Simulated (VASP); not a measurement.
# MoS2 (P-3m1) in VASP: further runs

Aim: see how the results for MoS2 move with the level of theory and the settings. Levels: BLYP+D4, PBE, RPBE. Tasks: single point.

Everything below comes from runs of VASP 6.6.1. Logs are shortened: lines on timing, memory, paths and dates and some standing lists are left out, and cuts for length are marked.

### 1 The cell of the first run

It takes space group P-3m1 (No. 164, trigonal). Conventional cell: a = 3.249 Å, b = 3.249 Å, c = 5.706 Å, α = 90.00°, β = 90.00°, γ = 120.00°. Mo (site symmetry -3m) has 6 S at 2.43 Å and 6 Mo at 3.25 Å within 3.3 Å. S (site symmetry 3m) has 3 Mo at 2.43 Å and 9 S at 3.21 to 3.25 Å within 3.3 Å.

### 2 Single point, BLYP+D4

INCAR

```
AGGAC    = 1.0          
AGGAX    = 1.0          
ALDAC    = 0.0          
ALDAX    = 1.0          
ALGO     = Normal         # electronic algorithm
EDIFF    = 1E-7           # SCF threshold, eV
ENCUT    = 520            # plane-wave cutoff, eV
GGA      = B5             # functional
ISIF     = 2              # what is computed and relaxed
ISMEAR   = -1             # smearing method
IVDW     = 13             # dispersion correction
LASPH    = True           # aspherical terms in the spheres
LCHARG   = True           # write CHGCAR
LELF     = True           # ELF
LREAL    = False          # projectors in reciprocal space
LVHAR    = True         
LWAVE    = False          # write WAVECAR
NBANDS   = 20             # bands
NELM     = 80             # most SCF steps
PREC     = Accurate       # precision mode
SIGMA    = 0.05           # smearing width, eV
VDW_A1   = 0.44488865   
VDW_A2   = 4.0933009    
VDW_S6   = 1.0          
VDW_S8   = 2.34076671
```

KPOINTS

```
k-points
0
Gamma
  9 9 4
```

POSCAR

```
MoS2
1.0
    3.2490377229      0.0000000000      0.0000000000
   -1.6245188614      2.8137492059      0.0000000000
    0.0000000000      0.0000000000      5.7059478584
Mo S
1 2
Direct
    0.0000000000      0.0000000000      0.5000000000
    0.6666666667      0.3333333333      0.7719925785
    0.3333333333      0.6666666667      0.2280074215
```

Potentials or basis: VASP PAW PBE potentials, release 64 (Mo_sv, S).

Launch:

```console
cat potpaw_PBE.64/Mo_sv/POTCAR potpaw_PBE.64/S/POTCAR > POTCAR
mpirun -np 1 vasp_std > vasp.out
```

OUTCAR:

```text
EDIFF = 1E-7
   ENCUT = 520
   GGA = B5
   ISIF = 2
   ISMEAR = -1
   IVDW = 13
   LASPH = True
   LREAL = False
   NELM = 80
   PREC = Accurate

 ion  position               nearest neighbor table
   1  0.000  0.000  0.500-   2 2.43   3 2.43   3 2.43   2 2.43   2 2.43   3 2.43
   2  0.667  0.333  0.772-   1 2.43   1 2.43   1 2.43
   3  0.333  0.667  0.228-   1 2.43   1 2.43   1 2.43

  LATTYP: Found a hexagonal cell.
 ALAT       =     3.2490377229
 C/A-ratio  =     1.7561962479

  Lattice vectors:

 A1 = (   3.2490377229,   0.0000000000,   0.0000000000)
 A2 = (  -1.6245188614,   2.8137492059,   0.0000000000)
 A3 = (   0.0000000000,   0.0000000000,   5.7059478584)

Analysis of symmetry for initial positions (statically):
=====================================================================
 Subroutine PRICEL returns:
 Original cell was already a primitive cell.

 Routine SETGRP: Setting up the symmetry group for a
 hexagonal supercell.

 Subroutine GETGRP returns: Found 12 space group operations
 (whereof 12 operations were pure point group operations)
 out of a pool of 24 trial point group operations.

The static configuration has the point symmetry D_3d.

Analysis of symmetry for dynamics (positions and initial velocities):
=====================================================================
 Subroutine PRICEL returns:
 Original cell was already a primitive cell.

 Routine SETGRP: Setting up the symmetry group for a
 hexagonal supercell.

 Subroutine GETGRP returns: Found 12 space group operations
 (whereof 12 operations were pure point group operations)
 out of a pool of 24 trial point group operations.

The dynamic configuration has the point symmetry D_3d.

 Subroutine INISYM returns: Found 12 space group operations
 (whereof 12 operations are pure point group operations),
 and found     1 'primitive' translations

----------------------------------------------------------------------------------------

                                     Primitive cell

  volume of cell :      52.1636

  direct lattice vectors                    reciprocal lattice vectors
     3.249037723  0.000000000  0.000000000     0.307783438  0.177698851  0.000000000
    -1.624518861  2.813749206  0.000000000     0.000000000  0.355397701  0.000000000
     0.000000000  0.000000000  5.705947858     0.000000000  0.000000000  0.175255720

  length of vectors
     3.249037723  3.249037723  5.705947858     0.355397701  0.355397701  0.175255720

  position of ions in fractional coordinates (direct lattice)
     0.000000000  0.000000000  0.500000000
     0.666666667  0.333333333  0.771992578
     0.333333333  0.666666667  0.228007422

  ion indices of the primitive-cell ions
   primitive index   ion index
                 1           1
                 2           2
                 3           3

----------------------------------------------------------------------------------------

 KPOINTS: k-points

Automatic generation of k-mesh.
 Grid dimensions read from file:
 generate k-points for:    9    9    4

 Generating k-lattice:

  Cartesian coordinates                     Fractional coordinates (reciprocal lattice)
     0.034198160  0.019744317  0.000000000     0.111111111  0.000000000  0.000000000
     0.000000000  0.039488633  0.000000000     0.000000000  0.111111111  0.000000000
     0.000000000  0.000000000  0.043813930     0.000000000  0.000000000  0.250000000

  Length of vectors
     0.039488633  0.039488633  0.043813930

  Shift w.r.t. Gamma in fractional coordinates (k-lattice)
     0.000000000  0.000000000  0.000000000

 Subroutine IBZKPT returns following result:
 ===========================================

 Found     43 irreducible k-points:

 Following reciprocal coordinates:
            Coordinates               Weight
  0.000000  0.000000  0.000000      1.000000
  0.111111 -0.000000  0.000000      6.000000
  0.222222 -0.000000  0.000000      6.000000
  0.333333  0.000000  0.000000      6.000000
  0.444444 -0.000000  0.000000      6.000000
  0.111111  0.111111  0.000000      6.000000
[... 16 lines left out ...]
  0.222222  0.111111  0.250000     12.000000
 -0.111111  0.333333  0.250000     12.000000
 [... further k-points ...]
   k-points           NKPTS =     43   k-points in BZ     NKDIM =     43   number of bands    NBANDS=     20
   number of dos      NEDOS =    301   number of ions     NIONS =      3
   total plane-waves  NPLWV =  24192
   dimension x,y,z NGX =    24 NGY =   24 NGZ =   42
   dimension x,y,z NGXF=    48 NGYF=   48 NGZF=   84
   ions per type =               1   2
   NGX,Y,Z   is equivalent  to a cutoff of  12.28, 12.28, 12.24 a.u.
   NGXF,Y,Z  is equivalent  to a cutoff of  24.56, 24.56, 24.47 a.u.
 SYSTEM =  unknown system
   PREC   = accura    normal or accurate (medium, high low for compatibility)
   ISTART =      0    job   : 0-new  1-cont  2-samecut
   ICHARG =      2    charge: 1-file 2-atom 10-const
[... 82 lines left out ...]
     20      17.6362      0.00000

 k-point     3 :       0.2222   -0.0000    0.0000
  band No.  band energies     occupation
      1     -53.1421      2.00000
      2     -27.4063      2.00000
      3     -27.3106      2.00000
      4     -27.2702      2.00000
      5      -5.8219      2.00000
      6      -4.5354      2.00000
[... 12 lines left out ...]
     19      16.5410      0.00000
     20      17.8555      0.00000

 k-point     4 :       0.3333    0.0000    0.0000
  band No.  band energies     occupation
      1     -53.1325      2.00000
      2     -27.5059      2.00000
      3     -27.3340      2.00000
      4     -27.2501      2.00000
      5      -5.1783      2.00000
      6      -4.4613      2.00000
[... 12 lines left out ...]
     19      15.7965      0.00000
     20      17.0440      0.00000

 k-point     5 :       0.4444   -0.0000    0.0000
  band No.  band energies     occupation
      1     -53.1261      2.00000
      2     -27.5701      2.00000
      3     -27.3492      2.00000
      4     -27.2370      2.00000
      5      -4.7420      2.00000
      6      -4.3226      2.00000
[... 12 lines left out ...]
     19      15.7752      0.00000
     20      16.7539      0.00000

 k-point     6 :       0.1111    0.1111    0.0000
  band No.  band energies     occupation
      1     -53.1447      2.00000
      2     -27.3763      2.00000
      3     -27.3077      2.00000
      4     -27.2754      2.00000
      5      -5.9761      2.00000
      6      -4.5509      2.00000
[... 12 lines left out ...]
     19      16.6600      0.00000
     20      17.3655      0.00000

 k-point     7 :       0.2222    0.1111    0.0000
  band No.  band energies     occupation
      1     -53.1356      2.00000
      2     -27.4631      2.00000
      3     -27.3372      2.00000
      4     -27.2566      2.00000
      5      -5.3984      2.00000
      6      -4.4917      2.00000
[... 12 lines left out ...]
     19      16.6878      0.00000
     20      17.2620      0.00000
[... 277 lines left out ...]
 k-point    20 :       0.4444   -0.0000    0.2500
  band No.  band energies     occupation
      1     -53.1261      2.00000
      2     -27.5701      2.00000
      3     -27.3492      2.00000
      4     -27.2371      2.00000
      5      -4.9159      2.00000
      6      -4.0854      2.00000
[... 12 lines left out ...]
     19      14.8530      0.00000
     20      17.2302      0.00000

 k-point    21 :       0.0000    0.4444    0.2500
  band No.  band energies     occupation
      1     -53.1261      2.00000
      2     -27.5701      2.00000
      3     -27.3492      2.00000
      4     -27.2371      2.00000
      5      -4.7680      2.00000
      6      -4.2924      2.00000
[... 12 lines left out ...]
     19      15.3112      0.00000
     20      16.3565      0.00000

 k-point    22 :       0.1111    0.1111    0.2500
  band No.  band energies     occupation
      1     -53.1447      2.00000
      2     -27.3763      2.00000
      3     -27.3077      2.00000
      4     -27.2755      2.00000
      5      -5.8040      2.00000
      6      -4.8076      2.00000
[... 12 lines left out ...]
     19      16.5551      0.00000
     20      17.5207      0.00000

 k-point    23 :       0.2222    0.1111    0.2500
  band No.  band energies     occupation
      1     -53.1356      2.00000
      2     -27.4631      2.00000
      3     -27.3372      2.00000
      4     -27.2567      2.00000
      5      -5.3368      2.00000
      6      -4.5572      2.00000
[... 12 lines left out ...]
     19      16.0790      0.00000
     20      18.2496      0.00000

 k-point    24 :      -0.1111    0.3333    0.2500
  band No.  band energies     occupation
      1     -53.1356      2.00000
      2     -27.4631      2.00000
      3     -27.3372      2.00000
      4     -27.2567      2.00000
      5      -5.2320      2.00000
      6      -4.7011      2.00000
[... 12 lines left out ...]
     19      16.9204      0.00000
     20      17.6836      0.00000

 [... further k-points ...]

------------------------ aborting loop because EDIFF is reached ----------------------------------------

  DFT-D4 for vdW energy calculation

  Edisp (eV):   -2.53582

  FORCE on cell =-STRESS in cart. coord.  units (eV):
  Direction    XX          YY          ZZ          XY          YZ          ZX
  --------------------------------------------------------------------------------------
  -------------------------------------------------------------------------------------
  Total       0.01210     0.01210     0.01836     0.00000     0.00000     0.00000
  in kB       0.37176     0.37176     0.56380     0.00000     0.00000     0.00000
  external pressure =        0.44 kB  Pullay stress =        0.00 kB

 VOLUME and BASIS-vectors are now :
 -----------------------------------------------------------------------------
  energy-cutoff  :      520.00
  volume of cell :       52.16
      direct lattice vectors                 reciprocal lattice vectors
     3.249037723  0.000000000  0.000000000     0.307783438  0.177698851  0.000000000
    -1.624518861  2.813749206  0.000000000     0.000000000  0.355397701  0.000000000
     0.000000000  0.000000000  5.705947858     0.000000000  0.000000000  0.175255720

 POSITION                                       TOTAL-FORCE (eV/Angst)
 -----------------------------------------------------------------------------------
      0.00000      0.00000      2.85297         0.000000      0.000000      0.000000
      1.62452      0.93792      4.40495        -0.000000      0.000000      0.009139
     -0.00000      1.87583      1.30100         0.000000     -0.000000     -0.009139
 -----------------------------------------------------------------------------------
    total drift:                               -0.000000     -0.000000     -0.000000

  FREE ENERGIE OF THE ION-ELECTRON SYSTEM (eV)
  ---------------------------------------------------
  free  energy   TOTEN  =       -20.9336147708 eV

  energy  without entropy=      -20.9223771463  energy(sigma->0) =      -20.92799596
```

Run time: 23 s. Hardware: 1 thread of Intel Xeon 6975P-C (Granite Rapids), shared host; peak memory 0.18 GiB.

Results:

* Free energy: -20.9336 eV
* Pressure: 0.0 GPa
* Largest force: 0.009 eV/Å
* Band gap on the k mesh: zero (bands 13 and 14 overlap by 1.21 eV)
* Dispersion energy per atom: -0.845 eV

Forces in eV/Å, atoms in the order of the input:
```
Mo   0.000  0.000  0.000
S    0.000  0.000  0.009
S    0.000  0.000 -0.009
```

Caveat: the PAW data sets were made with another functional, which shifts forces and pressure a little.

### 3 Single point, PBE

This run uses another cell than the first one, of 18.98 Å³/atom.

INCAR

```
  PREC = Accurate
  ENCUT = 520
  EDIFF = 1E-6
  ISMEAR = 0
  SIGMA = 0.028999999999999998
  LREAL = False
  LASPH = True
  NELM = 100
  ALGO = Normal
  ISIF = 2
  LWAVE = False
  LCHARG = False
  GGA = PE
  NBANDS = 20
```

KPOINTS

```
regular mesh
0
Gamma
  9 9 4
```

POSCAR

```
MoS2
1.0
    3.2274645616      0.0000000000      0.0000000000
   -1.6137322808      2.7950663001      0.0000000000
    0.0000000000      0.0000000000      6.3124734200
Mo S
1 2
Direct
    0.0000000000      0.0000000000      0.5000000000
    0.6666666667      0.3333333333      0.7446806800
    0.3333333333      0.6666666667      0.2553193200
```

Potentials or basis: VASP PAW PBE potentials, release 64 (Mo_sv, S).

Launch:

```console
cat potpaw_PBE.64/Mo_sv/POTCAR potpaw_PBE.64/S/POTCAR > POTCAR
mpirun -np 1 vasp_std > vasp.out
```

It took 16 s on 1 thread of Intel Xeon 6975P-C (Granite Rapids), shared host; peak memory 0.19 GiB.

It converged, with:

* Free energy: -21.0071 eV
* Pressure: 1.0 GPa
* Largest force: 0.286 eV/Å
* Band gap on the k mesh: zero (bands 13 and 14 overlap by 1.03 eV)

Forces in eV/Å, atoms in the order of the input:
```
Mo   0.000  0.000  0.000
S    0.000  0.000  0.286
S    0.000  0.000 -0.286
```

Stress tensor (GPa, compression positive):
```
-0.06  0.00  0.00
 0.00 -0.06  0.00
 0.00  0.00  2.98
```

Levels at points of the mesh, in eV from the Fermi level:
```csv
k point,band 11,band 12,band 13,band 14,band 15,band 16
"(0.00, 0.00, 0.00)",-1.04,-0.93,-0.93,-0.31,-0.31,3.20
"(0.00, 0.00, 0.50)",-0.93,-0.93,-0.38,-0.38,-0.06,3.36
```

Caveat: this functional lacks dispersion, which binds the layers, so the pressure and a relaxed spacing across them are unreliable.

### 4 Single point, PBE

This run uses another cell than the first one, of 18.98 Å³/atom.

INCAR

```
SYSTEM = MoS2
ALGO     = Normal         ! electronic algorithm
EDIFF    = 1E-7           ! SCF threshold, eV
ENCUT    = 520            ! plane-wave cutoff, eV
GGA      = PE             ! functional
ISIF     = 2              ! what is computed and relaxed
ISMEAR   = 0              ! smearing method
LASPH    = .TRUE.         ! aspherical terms in the spheres
LCHARG   = .FALSE.        ! write CHGCAR
LREAL    = .FALSE.        ! projectors in reciprocal space
LWAVE    = .FALSE.        ! write WAVECAR
NBANDS   = 20             ! bands
NELM     = 100            ! most SCF steps
PREC     = Accurate       ! precision mode
SIGMA    = 0.03           ! smearing width, eV
```

KPOINTS

```
k-points
0
G
  9 9 4
  0 0 0
```

POSCAR is that of step 3.

Launch:

```console
cat potpaw_PBE.64/Mo_sv/POTCAR potpaw_PBE.64/S/POTCAR > POTCAR
mpirun -np 1 vasp_std > vasp.out
```

It took 18 s on 1 thread of Intel Xeon 6975P-C (Granite Rapids), shared host; peak memory 0.19 GiB.

It converged, with:

```
Free energy            : -21.0072 eV
Pressure               : 1.0 GPa
Largest force          : 0.286 eV/Å
Band gap on the k mesh : zero (bands 13 and 14 overlap by 1.03 eV)
```

Forces in eV/Å, atoms in the order of the input:
```
Mo   0.000  0.000  0.000
S    0.000  0.000  0.286
S    0.000  0.000 -0.286
```

Stress tensor (GPa, compression positive):
```
-0.05  0.00  0.00
 0.00 -0.05  0.00
 0.00  0.00  2.98
```

Levels at points of the mesh, in eV from the Fermi level:
| k point | band 11 | band 12 | band 13 | band 14 | band 15 | band 16 |
| --- | --- | --- | --- | --- | --- | --- |
| (0.00, 0.00, 0.00) | -1.04 | -0.93 | -0.93 | -0.31 | -0.31 | 3.20 |
| (0.00, 0.00, 0.50) | -0.93 | -0.93 | -0.38 | -0.38 | -0.06 | 3.36 |

Caveat: this functional lacks dispersion, which binds the layers, so the pressure and a relaxed spacing across them are unreliable.

### 5 Single point, RPBE

This run uses another cell than the first one, of 24.07 Å³/atom.

INCAR

```
ALGO = Normal ; EDIFF = 1E-6
ENCUT = 520 ; GGA = RP
ISIF = 2 ; ISMEAR = -1
LASPH = T ; LCHARG = F
LREAL = F ; LWAVE = F
NBANDS = 20 ; NELM = 80
PREC = Accurate ; SIGMA = 0.05
```

KPOINTS

```
k-points
0
Gamma
  9 9 4
```

POSCAR

```
MoS2
1.0
    3.2247800387      0.0000000000      0.0000000000
   -1.6123900194      2.7927414352      0.0000000000
    0.0000000000      0.0000000000      8.0181654180
Mo S
1 2
Direct
    0.0000000000      0.0000000000      0.5000000000
    0.6666666667      0.3333333333      0.6970011197
    0.3333333333      0.6666666667      0.3029988803
```

Launch:

```console
cat potpaw_PBE.64/Mo_sv/POTCAR potpaw_PBE.64/S/POTCAR > POTCAR
mpirun -np 1 vasp_std > vasp.out
```

Wall time 20 s (1 thread of Intel Xeon 6975P-C (Granite Rapids), shared host); peak memory 0.21 GiB.

The run converged. Its results:

* Free energy: -19.8385 eV
* Pressure: -0.1 GPa
* Largest force: 0.018 eV/Å
* Band gap on the k mesh: zero (bands 13 and 14 overlap by 0.85 eV)

Forces on the atoms (eV/Å):
```
Mo   0.000  0.000  0.000
S    0.000  0.000 -0.018
S    0.000  0.000  0.018
```

Levels at points of the mesh, in eV from the Fermi level:
| k point | band 11 | band 12 | band 13 | band 14 | band 15 | band 16 |
| --- | --- | --- | --- | --- | --- | --- |
| (0.00, 0.00, 0.00) | -0.85 | -0.85 | -0.84 | -0.27 | -0.27 | 3.16 |
| (0.00, 0.00, 0.50) | -0.85 | -0.85 | -0.63 | -0.27 | -0.27 | 3.16 |

Caveat: the PAW data sets were made with another functional, which shifts forces and pressure a little; this functional lacks dispersion, which binds the layers, so the pressure and a relaxed spacing across them are unreliable.

### 6 Summary

| level | cell | smearing | gap on the mesh (eV) | pressure (GPa) | largest force (eV/Å) |
| --- | --- | --- | --- | --- | --- |
| BLYP+D4 | a = 3.249, b = 3.249, c = 5.706 Å, angles 90.0, 90.0, 120.0°, 3 atoms, atomic positions A | fermi-dirac 0.05 eV | none | 0.0 | 0.01 |
| PBE | a = 3.227, b = 3.227, c = 6.312 Å, angles 90.0, 90.0, 120.0°, 3 atoms, atomic positions B | gaussian 0.029 eV | none | 1.0 | 0.29 |
| PBE | a = 3.227, b = 3.227, c = 6.312 Å, angles 90.0, 90.0, 120.0°, 3 atoms, atomic positions B | gaussian 0.03 eV | none | 1.0 | 0.29 |
| RPBE | a = 3.225, b = 3.225, c = 8.018 Å, angles 90.0, 90.0, 120.0°, 3 atoms, atomic positions C | fermi-dirac 0.05 eV | none | -0.1 | 0.02 |

Alike in all rows: task single point; potentials or basis VASP PAW PBE potentials, release 64 (Mo_sv, S); no spin polarisation; k mesh 9 × 9 × 4; cutoff (eV) 520.

Caveats: this functional lacks dispersion, which binds the layers, so the pressure and a relaxed spacing across them are unreliable (at least some runs); the PAW data sets were made with another functional, which shifts forces and pressure a little (at least some runs).

Absolute energies hang on the potentials; compare differences alone.
